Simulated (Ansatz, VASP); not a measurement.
# One calculation of Zr, two programs

File INCAR:

```
ALGO     = Normal         # electronic algorithm
EDIFF    = 1E-8           # SCF threshold, eV
ENCUT    = 520            # plane-wave cutoff, eV
GGA      = PE             # functional
ISIF     = 2              # what is computed and relaxed
ISMEAR   = -1             # smearing method
LASPH    = T              # aspherical terms in the spheres
LCHARG   = F              # write CHGCAR
LEFG     = T            
LREAL    = F              # projectors in reciprocal space
LWAVE    = F              # write WAVECAR
NBANDS   = 19             # bands
NELM     = 60             # most SCF steps
PREC     = Accurate       # precision mode
SIGMA    = 0.08           # smearing width, eV
```

The input KPOINTS:

```
k-points
0
Gamma
  13 13 7
```

POSCAR

```
Zr
1.0
    3.2427358370      0.0000000000      0.0000000000
   -1.6213679184      2.8082916125      0.0000000000
    0.0000000000      0.0000000000      5.1640997934
Zr
2
Direct
    0.3333333333      0.6666666667      0.2500000000
    0.6666666667      0.3333333333      0.7500000000
```

Input for Ansatz:

```yaml
crystal:
  lattice:
    - [3.242735837, 0.0, 0.0]
    - [-1.6213679184, 2.8082916125, 0.0]
    - [0.0, 0.0, 5.1640997934]
  atoms:
    - { symbol: Zr, position: [0.3333333333, 0.6666666667, 0.25] }
    - { symbol: Zr, position: [0.6666666667, 0.3333333333, 0.75] }
kpoints:
  mp_grid: { grid: [13, 13, 7] }
scf:
  occupations: { method: fermi_dirac, width: 0.08 }
hamiltonian:
  xc: pbe
  pseudopotentials: { kind: all_electron, datasets: crystal }
output:
  forces: true
  stress: true
  eigenvalues: true
  efg: { contact_densities: true }
```

Change from the starting cell: volume scaled by 1.01, crystal datasets.

Alike in both runs: task electric field gradients; functional PBE; k mesh 13 × 13 × 7; occupations fermi-dirac, width 0.08 eV; no spin polarisation.

|  | VASP | Ansatz |
| --- | --- | --- |
| version | VASP 6.6.1 | Ansatz 0.2.0 |
| potentials or method | VASP PAW PBE potentials, release 64 (Zr_sv), cutoff 520 eV | all-electron PAW with datasets made for the crystal, scalar-relativistic |

```csv
,VASP,Ansatz,Ansatz less VASP
pressure (GPa),-0.4,-0.4,+0.01
"traceless stress, the component that is largest in VASP (GPa)",0.40,0.40,+0.001
size of Vzz on the site where it differs most (V/Å²),40.8,41.3,+0.55
```

Ansatz ran all-electron here, and VASP with PAW potentials.
